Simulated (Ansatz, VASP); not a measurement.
**Cr in VASP and in Ansatz**

```
CELL_PARAMETERS angstrom
0.00000 1.81084 1.81084
1.81084 0.00000 1.81084
1.81084 1.81084 0.00000
ATOMIC_POSITIONS crystal
Cr 0.00000 0.00000 0.00000
```

Alike in both runs: functional PBE; k mesh 20 × 20 × 20; occupations gaussian, width 0.1 eV; no spin polarisation.

Ansatz relaxed the structure, and its values are those at the end. VASP's run is a single point on that final structure, the one shown.

|  | VASP | Ansatz |
| --- | --- | --- |
| version | VASP 6.6.1 | Ansatz 0.2.0 |
| potentials or method | VASP PAW PBE potentials, release 64 (Cr_pv), cutoff 520 eV | scalar-relativistic, plane waves, PAW |
| valence electrons in the cell | 12 | 14 |

```csv
,VASP,Ansatz,Ansatz less VASP
gap on the k mesh at the Fermi level (eV),none,none,-
pressure (GPa),-0.4,0.0,+0.47
```

A gap of «none» marks a metal or a gap that the smearing closes. The functional is the same, so the differences come from potentials, cutoffs and numerics. VASP's potentials hold 12 valence electrons a cell and Ansatz's 14, so a difference there can come from the potentials and not from the codes.
